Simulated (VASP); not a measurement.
# MnO2 (P4_2/mnm) in VASP: further runs

The runs below take MnO2 through single point, with LDA+U.

All numbers are computed with VASP 6.6.1; they aren't measurements. Logs are shortened: lines on timing, memory, paths and dates and some standing lists are left out, and cuts for length are marked.

## Step 1: The cell of the first run

Symmetry: P4_2/mnm, No. 136, tetragonal system. Conventional cell: a = 4.396 Å, b = 4.396 Å, c = 2.871 Å, α = 90.00°, β = 90.00°, γ = 90.00°. Within 2.5 Å of Mn (site symmetry mmm) lie 6 O at 1.88 to 1.89 Å. O (site symmetry m2m) has 3 Mn at 1.88 to 1.89 Å and 1 O at 2.46 Å within 2.5 Å.

## Step 2: Single point, LDA+U, collinear spin, ferromagnetic start

Input file INCAR:

```
SYSTEM = MnO2
PREC = Accurate
ENCUT = 600
EDIFF = 1E-6
ISMEAR = 0
SIGMA = 0.05
LREAL = .FALSE.
LASPH = .TRUE.
NELM = 200
ALGO = Normal
ISIF = 2
LWAVE = .FALSE.
LCHARG = .TRUE.
ISPIN = 2
MAGMOM = 1.5 1.5 0 0 0 0
LORBIT = 11
NUPDOWN = 3.0
LMAXMIX = 4
LDAU = .TRUE.
LDAUTYPE = 2
LDAUL = 2 -1
LDAUU = 4 0
LDAUJ = 0 0
LDAUPRINT = 1
GGA = CA
LELF = .TRUE.
LVHAR = .TRUE.
NBANDS = 40
GGA_COMPAT = .FALSE.
```

Input file KPOINTS:

```
Automatic mesh
0
G
  4 4 7
  0 0 0
```

Input file POSCAR:

```
MnO2
1.0
    4.3959987700      0.0000000000      0.0000000000
    0.0000000000      4.3959987700      0.0000000000
    0.0000000000      0.0000000000      2.8709991900
Mn O
2 4
Direct
    0.0000000000      0.0000000000      0.0000000000
    0.5000000000      0.5000000000      0.5000000000
    0.3020000000      0.3020000000      0.0000000000
    0.1980000000      0.8020000000      0.5000000000
    0.6980000000      0.6980000000      0.0000000000
    0.8020000000      0.1980000000      0.5000000000
```

Potentials or basis: VASP PAW LDA potentials, release 64 (Mn_sv, O).

Run with:

```
$ cat potpaw_LDA.64/Mn_sv/POTCAR potpaw_LDA.64/O/POTCAR > POTCAR
$ mpirun -np 1 vasp_std > vasp.out
```

OUTCAR:

```text
SYSTEM = MnO2
   PREC = Accurate
   ENCUT = 600
   EDIFF = 1E-6
   ISMEAR = 0
   LREAL = .FALSE.
   LASPH = .TRUE.
   NELM = 200
   ISIF = 2
   ISPIN = 2
   LORBIT = 11
   NUPDOWN = 3.0
   GGA = CA

 ion  position               nearest neighbor table
   1  0.000  0.000  0.000-   3 1.88   5 1.88   4 1.89   6 1.89   4 1.89   6 1.89
   2  0.500  0.500  0.500-   4 1.88   6 1.88   5 1.89   3 1.89   3 1.89   5 1.89
   3  0.302  0.302  0.000-   1 1.88   2 1.89   2 1.89
   4  0.198  0.802  0.500-   2 1.88   1 1.89   1 1.89
   5  0.698  0.698  0.000-   1 1.88   2 1.89   2 1.89
   6  0.802  0.198  0.500-   2 1.88   1 1.89   1 1.89

  LATTYP: Found a simple tetragonal cell.
 ALAT       =     4.3959987700
 C/A-ratio  =     0.6530937200

  Lattice vectors:

 A1 = (   4.3959987700,   0.0000000000,   0.0000000000)
 A2 = (   0.0000000000,   4.3959987700,   0.0000000000)
 A3 = (   0.0000000000,   0.0000000000,   2.8709991900)

Analysis of symmetry for initial positions (statically):
=====================================================================
 Subroutine PRICEL returns:
 Original cell was already a primitive cell.

 Routine SETGRP: Setting up the symmetry group for a
 simple tetragonal supercell.

 Subroutine GETGRP returns: Found 16 space group operations
 (whereof  8 operations were pure point group operations)
 out of a pool of 16 trial point group operations.

The static configuration has the point symmetry D_2h.
 The point group associated with its full space group is D_4h.

Analysis of symmetry for dynamics (positions and initial velocities):
=====================================================================
 Subroutine PRICEL returns:
 Original cell was already a primitive cell.

 Routine SETGRP: Setting up the symmetry group for a
 simple tetragonal supercell.

 Subroutine GETGRP returns: Found 16 space group operations
 (whereof  8 operations were pure point group operations)
 out of a pool of 16 trial point group operations.

The dynamic configuration has the point symmetry D_2h.
 The point group associated with its full space group is D_4h.

Analysis of structural, dynamic, and magnetic symmetry:
=====================================================================
 Subroutine PRICEL returns:
 Original cell was already a primitive cell.

 Routine SETGRP: Setting up the symmetry group for a
 simple tetragonal supercell.

 Subroutine GETGRP returns: Found 16 space group operations
 (whereof  8 operations were pure point group operations)
 out of a pool of 16 trial point group operations.

The overall configuration has the point symmetry D_2h.
 The point group associated with its full space group is D_4h.

 Subroutine INISYM returns: Found 16 space group operations
 (whereof  8 operations are pure point group operations),
 and found     1 'primitive' translations

----------------------------------------------------------------------------------------

                                     Primitive cell

  volume of cell :      55.4815

  direct lattice vectors                    reciprocal lattice vectors
     4.395998770  0.000000000  0.000000000     0.227479590  0.000000000  0.000000000
     0.000000000  4.395998770  0.000000000     0.000000000  0.227479590  0.000000000
     0.000000000  0.000000000  2.870999190     0.000000000  0.000000000  0.348310791

  length of vectors
     4.395998770  4.395998770  2.870999190     0.227479590  0.227479590  0.348310791

  position of ions in fractional coordinates (direct lattice)
     0.000000000  0.000000000  0.000000000
     0.500000000  0.500000000  0.500000000
     0.302000000  0.302000000  0.000000000
     0.198000000  0.802000000  0.500000000
     0.698000000  0.698000000  0.000000000
     0.802000000  0.198000000  0.500000000

  ion indices of the primitive-cell ions
   primitive index   ion index
                 1           1
                 2           2
                 3           3
                 4           4
                 5           5
                 6           6

----------------------------------------------------------------------------------------

 KPOINTS: Automatic mesh

Automatic generation of k-mesh.
[... 109 lines left out ...]

 onsite density matrix

spin component  1

  0.4914  0.0000  0.2360  0.0000 -0.0000
  0.0000  0.6252  0.0000  0.2693  0.0000
  0.2360  0.0000  0.7828  0.0000  0.0000
  0.0000  0.2693  0.0000  0.6252  0.0000
 -0.0000  0.0000  0.0000  0.0000  0.4982

spin component  2

  0.1947  0.0000 -0.0842  0.0000  0.0000
  0.0000  0.1964  0.0000 -0.0745  0.0000
 -0.0842  0.0000  0.1138  0.0000 -0.0000
  0.0000 -0.0745  0.0000  0.1964  0.0000
  0.0000  0.0000 -0.0000  0.0000  0.7488

 occupancies and eigenvectors

  o =  0.0609  v =  0.0000  0.0000  0.0000  0.0000  0.0000  0.5323  0.0000  0.8466 -0.0000  0.0000      0.0000  0.0000  0.0000  0.0000  0.0000  0.0000  0.0000  0.0000  0.0000  0.0000
  o =  0.1219  v =  0.0000  0.0000  0.0000  0.0000  0.0000  0.0000 -0.7071  0.0000 -0.7071  0.0000      0.0000  0.0000  0.0000  0.0000  0.0000  0.0000  0.0000  0.0000  0.0000  0.0000
  o =  0.2476  v =  0.0000  0.0000  0.0000  0.0000  0.0000  0.8466  0.0000 -0.5323 -0.0000 -0.0000      0.0000  0.0000  0.0000  0.0000  0.0000  0.0000  0.0000  0.0000  0.0000  0.0000
  o =  0.2708  v =  0.0000  0.0000  0.0000  0.0000  0.0000  0.0000 -0.7071  0.0000  0.7071  0.0000      0.0000  0.0000  0.0000  0.0000  0.0000  0.0000  0.0000  0.0000  0.0000  0.0000
  o =  0.3560  v =  0.0000 -0.7071 -0.0000  0.7071 -0.0000  0.0000  0.0000  0.0000  0.0000  0.0000      0.0000  0.0000  0.0000  0.0000  0.0000  0.0000  0.0000  0.0000  0.0000  0.0000
  o =  0.3598  v = -0.8733  0.0000  0.4872  0.0000 -0.0000  0.0000  0.0000  0.0000  0.0000  0.0000      0.0000  0.0000  0.0000  0.0000  0.0000  0.0000  0.0000  0.0000  0.0000  0.0000
  o =  0.4982  v =  0.0000 -0.0000  0.0000  0.0000  1.0000  0.0000  0.0000  0.0000  0.0000  0.0000      0.0000  0.0000  0.0000  0.0000  0.0000  0.0000  0.0000  0.0000  0.0000  0.0000
  o =  0.7488  v =  0.0000  0.0000  0.0000  0.0000  0.0000  0.0000  0.0000 -0.0000 -0.0000  1.0000      0.0000  0.0000  0.0000  0.0000  0.0000  0.0000  0.0000  0.0000  0.0000  0.0000
  o =  0.8945  v =  0.0000 -0.7071  0.0000 -0.7071  0.0000  0.0000  0.0000  0.0000  0.0000  0.0000      0.0000  0.0000  0.0000  0.0000  0.0000  0.0000  0.0000  0.0000  0.0000  0.0000
  o =  0.9145  v = -0.4872  0.0000 -0.8733  0.0000  0.0000  0.0000  0.0000  0.0000  0.0000  0.0000      0.0000  0.0000  0.0000  0.0000  0.0000  0.0000  0.0000  0.0000  0.0000  0.0000

atom =   2  type =  1  l = 2

 onsite density matrix

spin component  1

  0.4914  0.0000 -0.2360  0.0000  0.0000
  0.0000  0.6252  0.0000 -0.2693  0.0000
 -0.2360  0.0000  0.7828  0.0000  0.0000
  0.0000 -0.2693  0.0000  0.6252  0.0000
  0.0000  0.0000  0.0000  0.0000  0.4982

spin component  2

  0.1947  0.0000  0.0842  0.0000  0.0000
  0.0000  0.1964  0.0000  0.0745  0.0000
  0.0842  0.0000  0.1138  0.0000 -0.0000
  0.0000  0.0745  0.0000  0.1964  0.0000
  0.0000  0.0000 -0.0000  0.0000  0.7488

 occupancies and eigenvectors

  o =  0.0609  v =  0.0000  0.0000  0.0000  0.0000  0.0000  0.5323 -0.0000 -0.8466  0.0000 -0.0000      0.0000  0.0000  0.0000  0.0000  0.0000  0.0000  0.0000  0.0000  0.0000  0.0000
  o =  0.1219  v =  0.0000  0.0000  0.0000  0.0000  0.0000  0.0000  0.7071 -0.0000 -0.7071 -0.0000      0.0000  0.0000  0.0000  0.0000  0.0000  0.0000  0.0000  0.0000  0.0000  0.0000
  o =  0.2476  v =  0.0000  0.0000  0.0000  0.0000  0.0000  0.8466  0.0000  0.5323  0.0000  0.0000      0.0000  0.0000  0.0000  0.0000  0.0000  0.0000  0.0000  0.0000  0.0000  0.0000
  o =  0.2708  v =  0.0000  0.0000  0.0000  0.0000  0.0000 -0.0000  0.7071 -0.0000  0.7071  0.0000      0.0000  0.0000  0.0000  0.0000  0.0000  0.0000  0.0000  0.0000  0.0000  0.0000
  o =  0.3560  v =  0.0000  0.7071  0.0000  0.7071  0.0000  0.0000  0.0000  0.0000  0.0000  0.0000      0.0000  0.0000  0.0000  0.0000  0.0000  0.0000  0.0000  0.0000  0.0000  0.0000
  o =  0.3598  v = -0.8733  0.0000 -0.4872  0.0000  0.0000  0.0000  0.0000  0.0000  0.0000  0.0000      0.0000  0.0000  0.0000  0.0000  0.0000  0.0000  0.0000  0.0000  0.0000  0.0000
  o =  0.4982  v =  0.0000  0.0000 -0.0000  0.0000 -1.0000  0.0000  0.0000  0.0000  0.0000  0.0000      0.0000  0.0000  0.0000  0.0000  0.0000  0.0000  0.0000  0.0000  0.0000  0.0000
  o =  0.7488  v =  0.0000  0.0000  0.0000  0.0000  0.0000  0.0000  0.0000  0.0000  0.0000 -1.0000      0.0000  0.0000  0.0000  0.0000  0.0000  0.0000  0.0000  0.0000  0.0000  0.0000
  o =  0.8945  v =  0.0000 -0.7071  0.0000  0.7071  0.0000  0.0000  0.0000  0.0000  0.0000  0.0000      0.0000  0.0000  0.0000  0.0000  0.0000  0.0000  0.0000  0.0000  0.0000  0.0000
  o =  0.9145  v = -0.4872  0.0000  0.8733  0.0000 -0.0000  0.0000  0.0000  0.0000  0.0000  0.0000      0.0000  0.0000  0.0000  0.0000  0.0000  0.0000  0.0000  0.0000  0.0000  0.0000

 number of electron      53.9999958 magnetization       3.0000009

 Free energy of the ion-electron system (eV)
  ---------------------------------------------------
  ext. energy  EPLUGINS =         0.00000000
  ---------------------------------------------------
  free energy    TOTEN  =       -45.46809836 eV

  energy without entropy =      -45.46275944  energy(sigma->0) =      -45.46542890

 E-fermi :   6.6689     XC(G=0): -12.6831

 val. band max:        6.6045211448   @ k =   0.2500   0.0000   0.2857
 cond. band min:       6.5026389348   @ k =   0.2500   0.0000   0.4286
 fundamental gap:     -0.1018822100
 Fermi energy:         6.4886612765

 spin component 1

 k-point     1 :       0.0000    0.0000    0.0000
  band No.  band energies     occupation
      1     -74.0516      1.00000
      2     -74.0485      1.00000
      3     -43.7303      1.00000
      4     -43.7223      1.00000
      5     -42.9898      1.00000
      6     -42.9898      1.00000
[... 997 lines left out ...]
     38      19.3544      0.00000
     39      21.2673      0.00000
 Fermi energy:         6.6689497851

 spin component 2

 k-point     1 :       0.0000    0.0000    0.0000
  band No.  band energies     occupation
      1     -72.3472      1.00000
      2     -72.3437      1.00000
      3     -41.6540      1.00000
      4     -41.6540      1.00000
      5     -41.6204      1.00000
      6     -41.6204      1.00000
[... 997 lines left out ...]
     38      19.7561      0.00000
     39      21.3343      0.00000
 [bands above 39 left out]

------------------------ aborting loop because EDIFF is reached ----------------------------------------

  FORCE on cell =-STRESS in cart. coord.  units (eV):
  Direction    XX          YY          ZZ          XY          YZ          ZX
  --------------------------------------------------------------------------------------
  -------------------------------------------------------------------------------------
  Total       -4.3500492     -4.3500492     -5.9082929      0.0000000      0.0000000      0.0000000
  in kB     -125.6193530   -125.6193530   -170.6178278      0.0000000      0.0000000      0.0000000
  external PRESSURE =    -140.6188446 kB  Pullay stress =       0.0000000 kB

 VOLUME and BASIS-vectors are now :
 -----------------------------------------------------------------------------
  energy-cutoff  :      600.00
  volume of cell :       55.48
      direct lattice vectors                 reciprocal lattice vectors
     4.395998770  0.000000000  0.000000000     0.227479590  0.000000000  0.000000000
     0.000000000  4.395998770  0.000000000     0.000000000  0.227479590  0.000000000
     0.000000000  0.000000000  2.870999190     0.000000000  0.000000000  0.348310791

 POSITION                                       TOTAL-FORCE (eV/Angst)
 -----------------------------------------------------------------------------------
      0.00000      0.00000      0.00000         0.000000      0.000000      0.000000
      2.19800      2.19800      1.43550         0.000000      0.000000      0.000000
      1.32759      1.32759      0.00000         0.359941      0.359941      0.000000
      0.87041      3.52559      1.43550        -0.359941      0.359941      0.000000
      3.06841      3.06841      0.00000        -0.359941     -0.359941     -0.000000
      3.52559      0.87041      1.43550         0.359941     -0.359941      0.000000
 -----------------------------------------------------------------------------------
    total drift:                                0.000000      0.000000      0.000000

  FREE ENERGIE OF THE ION-ELECTRON SYSTEM (eV)
  ---------------------------------------------------
  free  energy   TOTEN  =       -45.4680983638 eV

  energy  without entropy=      -45.4627594433  energy(sigma->0) =      -45.46542890

 total charge

# of ion       s       p       d       tot
------------------------------------------
    1        2.205   6.113   4.445  12.764
    2        2.205   6.113   4.445  12.764
    3        1.553   3.445   0.000   4.998
    4        1.553   3.445   0.000   4.998
    5        1.553   3.445   0.000   4.998
    6        1.553   3.445   0.000   4.998
--------------------------------------------------
tot         10.621  26.006   8.891  45.518

 magnetization (x)

# of ion       s       p       d       tot
------------------------------------------
    1        0.010   0.010   1.568   1.588
    2        0.010   0.010   1.568   1.588
    3       -0.003  -0.071   0.000  -0.074
    4       -0.003  -0.071   0.000  -0.074
    5       -0.003  -0.071   0.000  -0.074
    6       -0.003  -0.071   0.000  -0.074
--------------------------------------------------
tot          0.009  -0.266   3.137   2.880
```

Wall time 2.1 min (1 thread of AMD EPYC 7R13 (Zen 3), shared host); peak memory 0.18 GiB.

What came out:

| Quantity | Value |
| --- | --- |
| Free energy | -45.4681 eV |
| Pressure | -14.1 GPa |
| Largest force | 0.509 eV/Å |
| Net moment | 3.00 μB per cell |
| Site moments | Mn +1.59; O -0.07 μB |
| Valence electrons inside the program's atomic spheres | Mn 12.76; O 5.00 |

Forces on the atoms (eV/Å):
```
Mn   0.000  0.000  0.000
Mn   0.000  0.000  0.000
O    0.360  0.360  0.000
O   -0.360  0.360  0.000
O   -0.360 -0.360  0.000
O    0.360 -0.360  0.000
```

Eigenvalues of the final occupation matrices:
```tsv
site	spin	trace	eigenvalues
site 1 d	1	3.02	0.36 0.36 0.50 0.89 0.91
site 1 d	2	1.45	0.06 0.12 0.25 0.27 0.75
site 2 d	1	3.02	0.36 0.36 0.50 0.89 0.91
site 2 d	2	1.45	0.06 0.12 0.25 0.27 0.75
```

Caveat: the cell stands under tension; the total moment is fixed, so each spin has its own Fermi level; only a ferromagnetic start was run, and an antiferromagnetic order may lie lower in energy. The state reached can hang on the start; a lower one may exist.

## Step 3: Single point, LDA+U, collinear spin, ferromagnetic start

Input file INCAR:

```
PREC = Accurate
ENCUT = 600
EDIFF = 1E-6
ISMEAR = 0
SIGMA = 0.05
LREAL = F
LASPH = T
NELM = 200
ALGO = Normal
ISIF = 2
LWAVE = F
LCHARG = F
ISPIN = 2
MAGMOM = 2.89 2.89 -0.04 -0.04 -0.04 -0.04
LORBIT = 11
LMAXMIX = 4
LDAU = T
LDAUTYPE = 2
LDAUL = 2 -1
LDAUU = 4 0
LDAUJ = 0 0
LDAUPRINT = 1
NBANDS = 40
GGA_COMPAT = F
```

Input file KPOINTS:

```
Automatic mesh
0
Gamma
  4 4 7
```

POSCAR is that of step 2.

Potentials or basis: VASP PAW LDA potentials, release 64 (Mn_sv, O).

Run with:

```
$ cat potpaw_LDA.64/Mn_sv/POTCAR potpaw_LDA.64/O/POTCAR > POTCAR
$ mpirun -np 1 vasp_std > vasp.out
```

Run time: 74 s. Hardware: 1 thread of AMD EPYC 9R45 (Zen 5), shared host; peak memory 0.19 GiB.

The run converged. Its results:

| Item | Value |
| --- | --- |
| Free energy | -47.3436 eV |
| Pressure | -8.6 GPa |
| Largest force | 0.543 eV/Å |
| Band gap on the k mesh | zero (filled and empty bands overlap) |
| Net moment | 6.02 μB per cell |
| Site moments | Mn +2.86; O +0.01 μB |
| Valence electrons inside the program's atomic spheres | Mn 12.72; O 5.02 |

Forces in eV/Å, atoms in the order of the input:
```
Mn   0.000  0.000  0.000
Mn   0.000  0.000  0.000
O    0.384  0.384  0.000
O   -0.384  0.384  0.000
O   -0.384 -0.384  0.000
O    0.384 -0.384  0.000
```

Stress tensor (GPa, compression positive):
```
-7.98  0.00  0.00
 0.00 -7.98  0.00
 0.00  0.00 -9.88
```

Levels at points of the mesh, in eV from the Fermi level:
Spin up:
```csv
k point,band 26,band 27,band 28,band 29,band 30,band 31,band 32,band 33,band 34,band 35
"(0.00, 0.00, 0.00)",-1.27,-1.00,-0.76,-0.76,-0.11,-0.11,2.76,2.76,3.58,7.86
"(0.50, 0.00, 0.00)",-1.61,-1.53,-1.53,-0.91,-0.91,2.41,2.41,2.54,2.54,10.20
"(0.50, 0.50, 0.00)",-2.23,-1.83,-1.83,-0.19,-0.19,1.53,1.53,2.72,2.72,11.49
```
Spin down:
| k point | band 22 | band 23 | band 24 | band 25 | band 26 | band 27 |
| --- | --- | --- | --- | --- | --- | --- |
| (0.00, 0.00, 0.00) | -0.63 | -0.63 | 0.08 | 1.23 | 1.39 | 1.66 |
| (0.50, 0.00, 0.00) | -2.49 | -0.83 | -0.83 | 1.84 | 1.84 | 2.31 |
| (0.50, 0.50, 0.00) | -2.20 | -1.73 | -1.73 | 1.21 | 1.21 | 1.68 |

Eigenvalues of the final occupation matrices:
| site | spin | trace | eigenvalues |
| --- | --- | --- | --- |
| site 1 d | 1 | 3.63 | 0.42 0.43 0.92 0.92 0.94 |
| site 1 d | 2 | 0.79 | 0.06 0.10 0.12 0.25 0.26 |
| site 2 d | 1 | 3.63 | 0.42 0.43 0.92 0.92 0.94 |
| site 2 d | 2 | 0.79 | 0.06 0.10 0.12 0.25 0.26 |

Caveat: the cell stands under tension; only a ferromagnetic start was run, and an antiferromagnetic order may lie lower in energy.

(Part 1 of 2 ends here.)
